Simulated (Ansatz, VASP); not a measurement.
One calculation of NaCl, two programs

File POSCAR:

```
NaCl
1.0
    3.4816770000      0.0032420000     -0.0396170000
    0.0032420000      3.5440620000     -0.0315560000
   -0.0396170000     -0.0315560000      3.4819370000
Cl Na
1 1
Direct
    0.5000000000      0.5000000000      0.5000000000
    0.0000000000      0.0000000000      0.0000000000
```

The input INCAR.step1:

```
SYSTEM = NaCl
PREC = Accurate ; ENCUT = 520
EDIFF = 1E-5 ; ISMEAR = -1
SIGMA = 0.1 ; LREAL = .FALSE.
LASPH = .TRUE. ; NELM = 100
ALGO = Normal ; ISIF = 2
LWAVE = .TRUE. ; LCHARG = .FALSE.
NBANDS = 14 ; GGA = PE
```

INCAR.step2

```
SYSTEM = NaCl
PREC = Accurate ; ENCUT = 520
EDIFF = 1E-6 ; ISMEAR = -1
SIGMA = 0.1 ; LREAL = .FALSE.
LASPH = .TRUE. ; NELM = 100
ALGO = Normal ; ISIF = 2
LWAVE = .FALSE. ; LCHARG = .FALSE.
METAGGA = R2SCAN ; LHFCALC = .TRUE.
AEXX = 0.1 ; LMIXTAU = .TRUE.
PRECFOCK = Normal ; NBANDS = 14
ISTART = 1
```

KPOINTS

```
Automatic mesh
0
G
  4 4 4
  0 0 0
```

input.yaml

```yaml
crystal:
  lattice:
    - [3.481677, 0.003242, -0.039617]
    - [0.003242, 3.544062, -0.031556]
    - [-0.039617, -0.031556, 3.481937]
  atoms:
    - { symbol: Cl, position: [0.5, 0.5, 0.5] }
    - { symbol: Na, position: [0.0, 0.0, 0.0] }
hamiltonian:
  xc: r2scanh
  pseudopotentials: { kind: paw }
kpoints:
  mp_grid: { grid: [4, 4, 4] }
  band_path:
    path:
      - [[0.0, 0.5, 0.0], [0.0, 0.0, 0.0], [0.5, 0.0, 0.0]]
      - [[0.5, 0.5, 0.0], [0.0, 0.0, 0.0], [0.0, 0.0, -0.5]]
      - [[0.0, 0.5, -0.5], [0.0, 0.0, 0.0], [0.5, 0.0, -0.5]]
      - [[0.5, 0.5, -0.5], [0.0, 0.0, 0.0]]
    npoints: 4
scf:
  occupations: { method: fermi_dirac, width: 0.1 }
  n_extra_bands: 6
output:
  forces: true
  stress: true
  eigenvalues: true
  fatbands: false
```

Change from the starting cell: cell strained at random at fixed volume.

Alike in both runs: functional r2SCANh; k mesh 4 × 4 × 4; occupations fermi-dirac, width 0.1 eV; no spin polarisation.

```csv
,VASP,Ansatz
version,VASP 6.6.1,Ansatz 0.2.0
potentials or method,"VASP PAW PBE potentials, release 64 (Cl, Na_pv)",Ansatz PAW
plane-wave cutoff (eV),520,500
valence electrons in the cell,14,16
task,single point,band structure
```

VASP gave:

- gap on the k mesh at the Fermi level (eV): 5.46
- least direct gap on the mesh (eV): 5.92
- pressure (GPa): -1.2
- traceless stress, the component that is largest in VASP (GPa): -0.97

**Question.** Which values does Ansatz return?

**Answer.** gap on the k mesh at the Fermi level (eV): 5.42; least direct gap on the mesh (eV): 5.89; pressure (GPa): -0.9; traceless stress, the component that is largest in VASP (GPa): -0.96.

VASP's potentials were made for PBE, not for r2SCANh. VASP's potentials hold 14 valence electrons a cell and Ansatz's 16, so a difference there can come from the potentials and not from the codes.

The k mesh is coarse, so the values compare programs but aren't converged.
